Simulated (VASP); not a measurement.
# Ta2BeP4 (P4/mmm) in VASP: a series of runs

Runs on Ta2BeP4. Level: PBE. Tasks: single point.

All numbers are computed with VASP 6.6.1; they aren't measurements. Logs are shortened: lines on timing, memory, paths and dates and some standing lists are left out, and cuts for length are marked.

### Step 1. The cell of the first run

Symmetry: P4/mmm, No. 123, tetragonal system. The conventional cell has a = 4.122 Å, b = 4.122 Å, c = 5.829 Å, α = 90.00°, β = 90.00°, γ = 90.00°. Ta (site symmetry 4/mmm) has 8 P at 2.52 Å and 4 Be at 2.91 Å within 3.3 Å. Within 3.3 Å of Ta (site symmetry 4/mmm) lie 8 P at 2.52 Å and 2 Be at 2.91 Å. Within 3.3 Å of Be (site symmetry 4/mmm) lie 8 P at 2.52 Å and 6 Ta at 2.91 Å. P (site symmetry 2mm) has 4 Ta at 2.52 Å and 2 Be at 2.52 Å and 6 P at 2.91 Å within 3.3 Å.

### Step 2. Single point, PBE

INCAR

```
SYSTEM = Ta2BeP4
PREC = Accurate ; ENCUT = 520
EDIFF = 1E-6 ; ISMEAR = 0
SIGMA = 0.1 ; LREAL = .False.
LASPH = .True. ; NELM = 100
ALGO = Normal ; ISIF = 2
LWAVE = .False. ; LCHARG = .False.
GGA = PE ; NBANDS = 31
```

KPOINTS

```
regular mesh
0
Gamma
  4 4 4
  0 0 0
```

POSCAR

```
Ta2BeP4
1.0
    4.1215834400      0.0000000000      0.0000000000
    0.0000000000      4.1215834400      0.0000000000
    0.0000000000      0.0000000000      5.8287992000
Ta Be P
2 1 4
Direct
    0.5000000000      0.5000000000      0.0000000000
    0.0000000000      0.0000000000      0.5000000000
    0.0000000000      0.0000000000      0.0000000000
    0.5000000000      0.0000000000      0.2500000000
    0.0000000000      0.5000000000      0.2500000000
    0.5000000000      0.0000000000      0.7500000000
    0.0000000000      0.5000000000      0.7500000000
```

Potentials or basis: VASP PAW PBE potentials, release 64 (Ta_pv, Be, P).

Run with:

```
> cat potpaw_PBE.64/Ta_pv/POTCAR potpaw_PBE.64/Be/POTCAR potpaw_PBE.64/P/POTCAR > POTCAR
> mpirun -np 1 vasp_std > vasp.out
```

OUTCAR:

```text
SYSTEM = Ta2BeP4
   PREC = Accurate
   ENCUT = 520
   EDIFF = 1E-6
   ISMEAR = 0
   LREAL = .False.
   LASPH = .True.
   NELM = 100
   ISIF = 2
   GGA = PE

 ion  position               nearest neighbor table
   1  0.500  0.500  0.000-   4 2.52   5 2.52   6 2.52   7 2.52   4 2.52   6 2.52   5 2.52   7 2.52
                             3 2.91   3 2.91   3 2.91   3 2.91
   2  0.000  0.000  0.500-   4 2.52   5 2.52   6 2.52   7 2.52   5 2.52   7 2.52   4 2.52   6 2.52
                             3 2.91   3 2.91
   3  0.000  0.000  0.000-   4 2.52   5 2.52   6 2.52   7 2.52   5 2.52   7 2.52   4 2.52   6 2.52
                             1 2.91   1 2.91   1 2.91   1 2.91   2 2.91   2 2.91
   4  0.500  0.000  0.250-   1 2.52   2 2.52   3 2.52   1 2.52   2 2.52   3 2.52   5 2.91   5 2.91
                             5 2.91   5 2.91   6 2.91   6 2.91
   5  0.000  0.500  0.250-   1 2.52   2 2.52   3 2.52   2 2.52   3 2.52   1 2.52   4 2.91   4 2.91
                             4 2.91   4 2.91   7 2.91   7 2.91
   6  0.500  0.000  0.750-   1 2.52   2 2.52   3 2.52   1 2.52   2 2.52   3 2.52   7 2.91   7 2.91
                             7 2.91   7 2.91   4 2.91   4 2.91
   7  0.000  0.500  0.750-   1 2.52   2 2.52   3 2.52   2 2.52   3 2.52   1 2.52   6 2.91   6 2.91
                             6 2.91   6 2.91   5 2.91   5 2.91

  LATTYP: Found a simple tetragonal cell.
 ALAT       =     4.1215834400
 C/A-ratio  =     1.4142135625

  Lattice vectors:

 A1 = (   4.1215834400,   0.0000000000,   0.0000000000)
 A2 = (   0.0000000000,   4.1215834400,   0.0000000000)
 A3 = (   0.0000000000,   0.0000000000,   5.8287992000)

Analysis of symmetry for initial positions (statically):
=====================================================================
 Subroutine PRICEL returns:
 Original cell was already a primitive cell.

 Routine SETGRP: Setting up the symmetry group for a
 simple tetragonal supercell.

 Subroutine GETGRP returns: Found 16 space group operations
 (whereof 16 operations were pure point group operations)
 out of a pool of 16 trial point group operations.

The static configuration has the point symmetry D_4h.

Analysis of symmetry for dynamics (positions and initial velocities):
=====================================================================
 Subroutine PRICEL returns:
 Original cell was already a primitive cell.

 Routine SETGRP: Setting up the symmetry group for a
 simple tetragonal supercell.

 Subroutine GETGRP returns: Found 16 space group operations
 (whereof 16 operations were pure point group operations)
 out of a pool of 16 trial point group operations.

The dynamic configuration has the point symmetry D_4h.

 Subroutine INISYM returns: Found 16 space group operations
 (whereof 16 operations are pure point group operations),
 and found     1 'primitive' translations

----------------------------------------------------------------------------------------

                                     Primitive cell

  volume of cell :      99.0164

  direct lattice vectors                    reciprocal lattice vectors
     4.121583440  0.000000000  0.000000000     0.242625198  0.000000000  0.000000000
     0.000000000  4.121583440  0.000000000     0.000000000  0.242625198  0.000000000
     0.000000000  0.000000000  5.828799200     0.000000000  0.000000000  0.171561923

  length of vectors
     4.121583440  4.121583440  5.828799200     0.242625198  0.242625198  0.171561923

  position of ions in fractional coordinates (direct lattice)
     0.500000000  0.500000000  0.000000000
     0.000000000  0.000000000  0.500000000
     0.000000000  0.000000000  0.000000000
     0.500000000  0.000000000  0.250000000
     0.000000000  0.500000000  0.250000000
     0.500000000  0.000000000  0.750000000
     0.000000000  0.500000000  0.750000000

  ion indices of the primitive-cell ions
   primitive index   ion index
                 1           1
                 2           2
                 3           3
                 4           4
                 5           5
                 6           6
                 7           7

----------------------------------------------------------------------------------------

 KPOINTS: regular mesh

Automatic generation of k-mesh.
 Grid dimensions read from file:
 generate k-points for:    4    4    4

 Generating k-lattice:

  Cartesian coordinates                     Fractional coordinates (reciprocal lattice)
     0.060656300  0.000000000  0.000000000     0.250000000  0.000000000  0.000000000
     0.000000000  0.060656300  0.000000000     0.000000000  0.250000000  0.000000000
     0.000000000  0.000000000  0.042890481     0.000000000  0.000000000  0.250000000

  Length of vectors
     0.060656300  0.060656300  0.042890481

  Shift w.r.t. Gamma in fractional coordinates (k-lattice)
     0.000000000  0.000000000  0.000000000

 Subroutine IBZKPT returns following result:
 ===========================================

[... 75 lines left out ...]
  ---------------------------------------------------
  free energy    TOTEN  =       -47.23845736 eV

  energy without entropy =      -47.21095423  energy(sigma->0) =      -47.22470580

 E-fermi :   8.6926     XC(G=0): -11.7482

 val. band max:        8.6482917028   @ k =   0.0000   0.0000   0.0000
 cond. band min:       8.7202649608   @ k =   0.5000   0.2500   0.0000
 fundamental gap:      0.0719732580
 Fermi energy:         8.6926130929

 k-point     1 :       0.0000    0.0000    0.0000
  band No.  band energies     occupation
      1     -25.9241      2.00000
      2     -25.9241      2.00000
      3     -25.8639      2.00000
      4     -25.7743      2.00000
      5     -25.7668      2.00000
      6     -25.7668      2.00000
[... 23 lines left out ...]
     30      13.1280      0.00000
     31      13.1396      0.00000

 k-point     2 :       0.2500    0.0000    0.0000
  band No.  band energies     occupation
      1     -25.9393      2.00000
      2     -25.9229      2.00000
      3     -25.8563      2.00000
      4     -25.7843      2.00000
      5     -25.7776      2.00000
      6     -25.7661      2.00000
[... 23 lines left out ...]
     30      12.5388      0.00000
     31      13.4035      0.00000

 k-point     3 :       0.5000    0.0000    0.0000
  band No.  band energies     occupation
      1     -25.9543      2.00000
      2     -25.9217      2.00000
      3     -25.8477      2.00000
      4     -25.8017      2.00000
      5     -25.7818      2.00000
      6     -25.7653      2.00000
[... 23 lines left out ...]
     30      13.4643      0.00000
     31      13.7348      0.00000

 k-point     4 :       0.2500    0.2500    0.0000
  band No.  band energies     occupation
      1     -25.9394      2.00000
      2     -25.9382      2.00000
      3     -25.8511      2.00000
      4     -25.7834      2.00000
      5     -25.7820      2.00000
      6     -25.7784      2.00000
[... 23 lines left out ...]
     30      12.6892      0.00000
     31      12.8040      0.00000

 k-point     5 :       0.5000    0.2500    0.0000
  band No.  band energies     occupation
      1     -25.9545      2.00000
      2     -25.9384      2.00000
      3     -25.8456      2.00000
      4     -25.7991      2.00000
      5     -25.7812      2.00000
      6     -25.7796      2.00000
[... 23 lines left out ...]
     30      13.6815      0.00000
     31      13.6945      0.00000
[... 338 lines left out ...]
     30      13.8119      0.00000
     31      14.0652      0.00000

 k-point    16 :       0.2500    0.2500    0.5000
  band No.  band energies     occupation
      1     -25.9398      2.00000
      2     -25.9379      2.00000
      3     -25.8524      2.00000
      4     -25.7835      2.00000
      5     -25.7802      2.00000
      6     -25.7788      2.00000
[... 23 lines left out ...]
     30      13.4162      0.00000
     31      14.0433      0.00000

 k-point    17 :       0.5000    0.2500    0.5000
  band No.  band energies     occupation
      1     -25.9549      2.00000
      2     -25.9371      2.00000
      3     -25.8518      2.00000
      4     -25.7942      2.00000
      5     -25.7823      2.00000
      6     -25.7781      2.00000
[... 23 lines left out ...]
     30      13.7562      0.00000
     31      13.9260      0.00000

 k-point    18 :       0.5000    0.5000    0.5000
  band No.  band energies     occupation
      1     -25.9524      2.00000
      2     -25.9524      2.00000
      3     -25.8434      2.00000
      4     -25.7993      2.00000
      5     -25.7993      2.00000
      6     -25.7775      2.00000
[... 23 lines left out ...]
     30      12.6994      0.00000
     31      13.2208      0.00000

------------------------ aborting loop because EDIFF is reached ----------------------------------------

  FORCE on cell =-STRESS in cart. coord.  units (eV):
  Direction    XX          YY          ZZ          XY          YZ          ZX
  --------------------------------------------------------------------------------------
  -------------------------------------------------------------------------------------
  Total       11.8871745     11.8871745     12.8998971      0.0000000      0.0000000      0.0000000
  in kB      192.3454572    192.3454572    208.7322435      0.0000000      0.0000000      0.0000000
  external PRESSURE =     197.8077193 kB  Pullay stress =       0.0000000 kB

 VOLUME and BASIS-vectors are now :
 -----------------------------------------------------------------------------
  energy-cutoff  :      520.00
  volume of cell :       99.02
      direct lattice vectors                 reciprocal lattice vectors
     4.121583440  0.000000000  0.000000000     0.242625198  0.000000000  0.000000000
     0.000000000  4.121583440  0.000000000     0.000000000  0.242625198  0.000000000
     0.000000000  0.000000000  5.828799200     0.000000000  0.000000000  0.171561923

 POSITION                                       TOTAL-FORCE (eV/Angst)
 -----------------------------------------------------------------------------------
      2.06079      2.06079      0.00000        -0.000000      0.000000      0.000000
      0.00000      0.00000      2.91440        -0.000000      0.000000      0.000000
      0.00000      0.00000      0.00000        -0.000000      0.000000      0.000000
      2.06079      0.00000      1.45720        -0.000000      0.000000      0.110071
      0.00000      2.06079      1.45720         0.000000     -0.000000      0.110071
      2.06079      0.00000      4.37160         0.000000      0.000000     -0.110071
      0.00000      2.06079      4.37160        -0.000000     -0.000000     -0.110071
 -----------------------------------------------------------------------------------
    total drift:                                0.000000     -0.000000     -0.000000

  FREE ENERGIE OF THE ION-ELECTRON SYSTEM (eV)
  ---------------------------------------------------
  free  energy   TOTEN  =       -47.2384573649 eV

  energy  without entropy=      -47.2109542285  energy(sigma->0) =      -47.22470580
```

Wall time 55 s (1 thread of Intel Xeon Platinum 8259CL at 2.50GHz (Skylake/Cascade Lake), shared host); peak memory 0.23 GiB.

Results:

* Free energy: -47.2385 eV
* Pressure: 19.8 GPa
* Largest force: 0.110 eV/Å
* Band gap on the k mesh: zero (band 22 reaches 9.14 eV, above the bottom of band 23 at 7.87 eV)

Forces on the atoms (eV/Å):
```
Ta   0.000  0.000  0.000
Ta   0.000  0.000  0.000
Be   0.000  0.000  0.000
P    0.000  0.000  0.110
P    0.000  0.000  0.110
P    0.000  0.000 -0.110
P    0.000  0.000 -0.110
```

Caveat: the k points lie up to 0.38 Å⁻¹ apart; spin-orbit coupling is left out, which moves the levels of the heavy elements.

### Step 3. Single point, PBE

This run uses another cell than the first one, of 14.59 Å³/atom, 1.031 times its volume.

INCAR

```
SYSTEM = Ta2BeP4
ALGO = Normal
EDIFF = 1E-7
ENCUT = 520
GGA = PE
ISIF = 2
ISMEAR = 0
LASPH = .True.
LCHARG = .False.
LREAL = .False.
LWAVE = .False.
NBANDS = 31
NELM = 60
PREC = Accurate
SIGMA = 0.1
```

KPOINTS

```
k-points
0
Gamma
  4 4 4
  0 0 0
```

POSCAR

```
Ta2BeP4
1.0
    3.7061968793      0.0000000000      0.0000000000
    0.0000000000      3.7061968793      0.0000000000
    0.0000000000      0.0000000000      7.4344875541
Ta Be P
2 1 4
Direct
    0.5000000000      0.5000000000      0.0000000000
    0.0000000000      0.0000000000      0.5000000000
    0.0000000000      0.0000000000      0.0000000000
    0.5000000000      0.0000000000      0.2549432266
    0.0000000000      0.5000000000      0.2549432266
    0.5000000000      0.0000000000      0.7450567734
    0.0000000000      0.5000000000      0.7450567734
```

Potentials or basis: VASP PAW PBE potentials, release 64 (Ta_pv, Be, P).

Run with:

```
> cat potpaw_PBE.64/Ta_pv/POTCAR potpaw_PBE.64/Be/POTCAR potpaw_PBE.64/P/POTCAR > POTCAR
> mpirun -np 1 vasp_std > vasp.out
```

Wall time 75 s (1 thread of Intel Xeon 6975P-C, shared host); peak memory 0.22 GiB.

The run converged. Its results:

```
Free energy            : -49.2383 eV
Pressure               : 0.0 GPa
Band gap on the k mesh : zero (band 22 reaches 9.75 eV, above the bottom of band 23 at 7.72 eV)
```

Forces in eV/Å, atoms in the order of the input:
```
Ta   0.000  0.000  0.000
Ta   0.000  0.000  0.000
Be   0.000  0.000  0.000
P    0.000  0.000 -0.002
P    0.000  0.000 -0.002
P    0.000  0.000  0.002
P    0.000  0.000  0.002
```

Levels at points of the mesh, in eV from the Fermi level:
| k point | band 20 | band 21 | band 22 | band 23 | band 24 | band 25 |
| --- | --- | --- | --- | --- | --- | --- |
| (0.00, 0.00, 0.00) | -1.33 | -1.33 | 0.05 | 0.66 | 1.05 | 1.37 |
| (0.50, 0.00, 0.00) | -3.04 | -1.44 | -0.79 | -0.40 | -0.09 | 0.26 |
| (0.50, 0.50, 0.00) | -2.14 | 0.97 | 1.02 | 1.37 | 2.06 | 2.41 |
| (0.00, 0.00, 0.50) | -1.57 | -0.14 | -0.14 | 0.14 | 0.50 | 0.50 |
| (0.50, 0.00, 0.50) | -2.25 | -1.89 | -1.53 | -1.01 | -0.26 | 0.39 |
| (0.50, 0.50, 0.50) | -1.02 | 0.13 | 0.97 | 1.03 | 1.26 | 2.09 |

Caveat: the k points lie up to 0.42 Å⁻¹ apart; spin-orbit coupling is left out, which moves the levels of the heavy elements.

### Step 4. Single point, PBE

This run uses another cell than the first one, of 14.54 Å³/atom, 1.028 times its volume.

INCAR

```
SYSTEM = Ta2BeP4
PREC = Accurate ; ENCUT = 520
EDIFF = 1E-6 ; ISMEAR = 0
SIGMA = 0.1 ; LREAL = .False.
LASPH = .True. ; NELM = 100
ALGO = Normal ; ISIF = 2
LWAVE = .False. ; LCHARG = .False.
GGA = PE ; NBANDS = 31
```

KPOINTS

```
Automatic mesh
0
Gamma
  6 6 4
  0 0 0
```

POSCAR

```
Ta2BeP4
1.0
    3.6963273625      0.0000000000      0.0000000000
    0.0000000000      3.6963273625      0.0000000000
    0.0000000000      0.0000000000      7.4491463477
Ta Be P
2 1 4
Direct
    0.5000000000      0.5000000000      0.0000000000
    0.0000000000      0.0000000000      0.5000000000
    0.0000000000      0.0000000000      0.0000000000
    0.5000000000      0.0000000000      0.2550541534
    0.0000000000      0.5000000000      0.2550541534
    0.5000000000      0.0000000000      0.7449458466
    0.0000000000      0.5000000000      0.7449458466
```

Run with:

```
> cat potpaw_PBE.64/Ta_pv/POTCAR potpaw_PBE.64/Be/POTCAR potpaw_PBE.64/P/POTCAR > POTCAR
> mpirun -np 1 vasp_std > vasp.out
```

Run time: 1.8 min. Hardware: 1 thread of Intel Xeon 6975P-C, shared host; peak memory 0.24 GiB.

It converged, with:

| Quantity | Value |
| --- | --- |
| Free energy | -49.3084 eV |
| Pressure | -0.1 GPa |
| Band gap on the k mesh | zero (band 22 reaches 9.87 eV, above the bottom of band 23 at 7.70 eV) |

Forces on the atoms (eV/Å):
```
Ta   0.000  0.000  0.000
Ta   0.000  0.000  0.000
Be   0.000  0.000  0.000
P    0.000  0.000  0.003
P    0.000  0.000  0.003
P    0.000  0.000 -0.003
P    0.000  0.000 -0.003
```

Stress tensor (GPa, compression positive):
```
-0.12  0.00  0.00
 0.00 -0.12  0.00
 0.00  0.00  0.09
```

Levels at points of the mesh, in eV from the Fermi level:
| k point | band 18 | band 19 | band 20 | band 21 | band 22 | band 23 | band 24 | band 25 | band 26 | band 27 |
| --- | --- | --- | --- | --- | --- | --- | --- | --- | --- | --- |
| (0.00, 0.00, 0.00) | -3.61 | -2.34 | -1.37 | -1.37 | 0.06 | 0.61 | 1.01 | 1.32 | 1.38 | 1.49 |
| (0.50, 0.00, 0.00) | -3.36 | -3.21 | -3.10 | -1.46 | -0.84 | -0.42 | -0.13 | 0.25 | 1.11 | 1.44 |
| (0.50, 0.50, 0.00) | -4.49 | -4.05 | -2.21 | 0.95 | 1.07 | 1.41 | 2.04 | 2.36 | 2.75 | 2.75 |
| (0.00, 0.00, 0.50) | -2.74 | -2.03 | -1.65 | -0.17 | -0.17 | 0.16 | 0.47 | 0.47 | 0.84 | 1.19 |
| (0.50, 0.00, 0.50) | -3.33 | -2.52 | -2.31 | -1.92 | -1.54 | -1.05 | -0.30 | 0.40 | 1.24 | 1.60 |
| (0.50, 0.50, 0.50) | -4.21 | -2.82 | -1.11 | 0.08 | 0.95 | 1.07 | 1.29 | 2.07 | 2.07 | 2.37 |

Caveat: spin-orbit coupling is left out, which moves the levels of the heavy elements.

### Step 5. Overview

| cell | k mesh | gap on the mesh (eV) | pressure (GPa) |
| --- | --- | --- | --- |
| a = 4.122, b = 4.122, c = 5.829 Å, 7 atoms | 4 × 4 × 4 | none | 19.8 |
| a = 3.706, b = 3.706, c = 7.434 Å, 7 atoms | 4 × 4 × 4 | none | 0.0 |
| a = 3.696, b = 3.696, c = 7.449 Å, 7 atoms | 6 × 6 × 4 | none | -0.1 |

Alike in all rows: task single point; level PBE; potentials or basis VASP PAW PBE potentials, release 64 (Ta_pv, Be, P); no spin polarisation; cutoff (eV) 520; smearing gaussian 0.1 eV.

Caveats: some runs use coarse meshes; spin-orbit coupling is left out, which moves the levels of the heavy elements.

Total energies depend on the potentials used, so only differences within one code and one set of settings carry meaning.
